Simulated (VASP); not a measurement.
# Al2Pt (P4/nmm) in VASP: further runs, part 2 of 2

VASP 6.6.1.

**3. Relaxation of cell and atoms, PBE**

Contents of INCAR:

```
  ALGO = Fast
  EDIFF = 1E-7
  EDIFFG = -0.04
  ENCUT = 600
  GGA = PE
  IBRION = 2
  ISIF = 3
  ISMEAR = 0
  LASPH = T
  LCHARG = F
  LREAL = F
  LWAVE = F
  NELM = 60
  NSW = 90
  PREC = Accurate
  SIGMA = 0.1
```

Contents of KPOINTS:

```
k-points
0
Gamma
  4 4 4
```

Contents of POSCAR:

```
Al2Pt
1.0
    4.2450846400      0.0000000000      0.0000000000
    0.0000000000      4.2450846400      0.0000000000
    0.0000000000      0.0000000000      5.7230870000
Al Pt
4 2
Direct
    0.5000000000      0.5000000000      0.0000000000
    0.0000000000      0.0000000000      0.5000000000
    0.5000000000      0.5000000000      0.5000000000
    0.0000000000      0.0000000000      0.0000000000
    0.5000000000      0.0000000000      0.6992385800
    0.0000000000      0.5000000000      0.3007614200
```

Potentials or basis: VASP PAW PBE potentials, release 64 (Al, Pt).

Run with:

```
> cat potpaw_PBE.64/Al/POTCAR potpaw_PBE.64/Pt/POTCAR > POTCAR
> mpirun -np 1 vasp_std > vasp.out
```

OUTCAR:

```text
EDIFF = 1E-7
   EDIFFG = -0.04
   ENCUT = 600
   GGA = PE
   IBRION = 2
   ISIF = 3
   ISMEAR = 0
   LASPH = T
   LREAL = F
   NELM = 60
   NSW = 90
   PREC = Accurate

 ion  position               nearest neighbor table
   1  0.500  0.500  0.000-   5 2.73   6 2.73   5 2.73   6 2.73   3 2.86   3 2.86   4 3.00   4 3.00
                             4 3.00   4 3.00
   2  0.000  0.000  0.500-   5 2.41   6 2.41   6 2.41   5 2.41   4 2.86   4 2.86   3 3.00   3 3.00
                             3 3.00   3 3.00
   3  0.500  0.500  0.500-   5 2.41   6 2.41   5 2.41   6 2.41   1 2.86   1 2.86   2 3.00   2 3.00
                             2 3.00   2 3.00
   4  0.000  0.000  0.000-   5 2.73   6 2.73   6 2.73   5 2.73   2 2.86   2 2.86   1 3.00   1 3.00
                             1 3.00   1 3.00
   5  0.500  0.000  0.699-   2 2.41   3 2.41   3 2.41   2 2.41   1 2.73   1 2.73   4 2.73   4 2.73

   6  0.000  0.500  0.301-   2 2.41   3 2.41   2 2.41   3 2.41   1 2.73   4 2.73   1 2.73   4 2.73

  LATTYP: Found a simple tetragonal cell.
[... 310 lines left out ...]

 number of electron      32.0000000 magnetization

------------------------ aborting loop because EDIFF is reached ----------------------------------------
[... 75 lines left out ...]
--------------------------------------- Ionic step       10  -------------------------------------------

 number of electron      32.0000000 magnetization

 Free energy of the ion-electron system (eV)
  ---------------------------------------------------
  ext. energy  EPLUGINS =         0.00000000
  ---------------------------------------------------
  free energy    TOTEN  =       -32.50974914 eV

  energy without entropy =      -32.49113287  energy(sigma->0) =      -32.50044101

 E-fermi :   7.5756     XC(G=0): -10.6204

 val. band max:        7.5541655282   @ k =   0.2500   0.2500   0.0000
 cond. band min:       7.5994907015   @ k =   0.2500   0.2500   0.2500
 fundamental gap:      0.0453251734
 Fermi energy:         7.5756084619

 k-point     1 :       0.0000    0.0000    0.0000
  band No.  band energies     occupation
      1      -2.4140      2.00000
      2       1.5601      2.00000
      3       1.5851      2.00000
      4       2.1739      2.00000
      5       2.7159      2.00000
      6       2.7553      2.00000
[... 436 lines left out ...]
  FREE ENERGIE OF THE ION-ELECTRON SYSTEM (eV)
  ---------------------------------------------------
  free  energy   TOTEN  =       -32.5097491385 eV

  energy  without entropy=      -32.4911328724  energy(sigma->0) =      -32.50044101

 reached required accuracy - stopping structural energy minimisation
```

OSZICAR:

```text
N       E                     dE             d eps       ncg     rms          rms(c)
DAV:   1     0.142463612410E+03    0.14246E+03   -0.14813E+04   720   0.154E+03
DAV:   2    -0.260284506233E+02   -0.16849E+03   -0.15804E+03   900   0.248E+02
DAV:   3    -0.325001863919E+02   -0.64717E+01   -0.63081E+01   852   0.464E+01
[... 115 lines left out ...]
RMM:   3    -0.325097640817E+02    0.14447E-04   -0.29196E-04   722   0.117E-01    0.231E-02
RMM:   4    -0.325097483211E+02    0.15761E-04   -0.78886E-05   720   0.574E-02    0.665E-03
RMM:   5    -0.325097490552E+02   -0.73409E-06   -0.15655E-05   735   0.245E-02    0.481E-03
RMM:   6    -0.325097490957E+02   -0.40568E-07   -0.29034E-06   721   0.105E-02    0.125E-03
RMM:   7    -0.325097491385E+02   -0.42729E-07   -0.90168E-07   618   0.527E-03
  10 F= -.32509749E+02 E0= -.32500441E+02  d E =-.239737E-03
```

CONTCAR:

```text
Al2Pt
   1.00000000000000
     4.2530726111644084   -0.0000000000000000   -0.0000000000000000
     0.0000000000000000    4.2530726111644084   -0.0000000000000000
    -0.0000000000000000    0.0000000000000000    5.8107038405142122
  Al              Pt
     4     2
Direct
     0.5000000000000000    0.5000000000000000    0.0000000000000000
     0.0000000000000000    1.0000000000000000    0.5000000000000000
     0.5000000000000000    0.5000000000000000    0.5000000000000000
     0.0000000000000000    0.0000000000000000    0.0000000000000000
     0.5000000000000000    0.0000000000000000    0.7501333045489780
     0.0000000000000000    0.5000000000000000    0.2498666954510220

  0.00000000E+00  0.00000000E+00  0.00000000E+00
  0.00000000E+00  0.00000000E+00  0.00000000E+00
  0.00000000E+00  0.00000000E+00  0.00000000E+00
  0.00000000E+00  0.00000000E+00  0.00000000E+00
  0.00000000E+00  0.00000000E+00  0.00000000E+00
  0.00000000E+00  0.00000000E+00  0.00000000E+00
```

Run time: 3.8 min. Hardware: 1 thread of Intel Xeon Platinum 8488C (Sapphire Rapids), shared host; peak memory 0.26 GiB.

Results:

* Free energy: -32.5097 eV
* Relaxed volume: 17.52 Å³/atom
* Relaxed cell: a = 4.253 Å, b = 4.253 Å, c = 5.811 Å, α = 90.00°, β = 90.00°, γ = 90.00°
* Space group after relaxing (to 0.05 Å): I4/mmm (No. 139)
* Energy gained by relaxing: 187.5 meV/atom
* Ionic steps: 10
* Pressure after relaxing: 0.0 GPa
* Largest force after relaxing: 0.009 eV/Å
* Band gap on the k mesh: zero (band 16 reaches 10.47 eV, above the bottom of band 17 at 6.31 eV)

Forces in eV/Å, atoms in the order of the input:
```
Al   0.000  0.000  0.000
Al   0.000  0.000  0.000
Al   0.000  0.000  0.000
Al   0.000  0.000  0.000
Pt   0.000  0.000 -0.009
Pt   0.000  0.000  0.009
```

Step by step:
```csv
step,energy change (eV),largest force (eV/Å),pressure (GPa),volume (Å³)
1,0.0000,3.7492,7.20,103.13
2,-0.6744,1.0131,-9.01,115.09
3,-0.7097,1.4332,-6.65,112.63
4,-1.1152,0.1582,-0.27,105.38
5,-1.1173,0.0380,0.34,104.88
6,-1.1231,0.0360,-0.11,105.22
7,-1.1237,0.0720,-0.33,105.39
8,-1.1244,0.0404,0.28,104.89
9,-1.1245,0.0486,0.14,105.00
10,-1.1247,0.0086,0.00,105.11
```

Final structure:
```yaml
crystal:
  lattice:
    - [4.25307, 0.00000, 0.00000]
    - [0.00000, 4.25307, 0.00000]
    - [0.00000, 0.00000, 5.81070]
  atoms:
    - { symbol: Al, position: [0.50000, 0.50000, 0.00000] }
    - { symbol: Al, position: [0.00000, 0.00000, 0.50000] }
    - { symbol: Al, position: [0.50000, 0.50000, 0.50000] }
    - { symbol: Al, position: [0.00000, 0.00000, 0.00000] }
    - { symbol: Pt, position: [0.50000, 0.00000, 0.75013] }
    - { symbol: Pt, position: [0.00000, 0.50000, 0.24987] }
```

Caveat: the k points lie up to 0.37 Å⁻¹ apart in the final cell; spin-orbit coupling is left out, which moves the levels of the heavy elements.
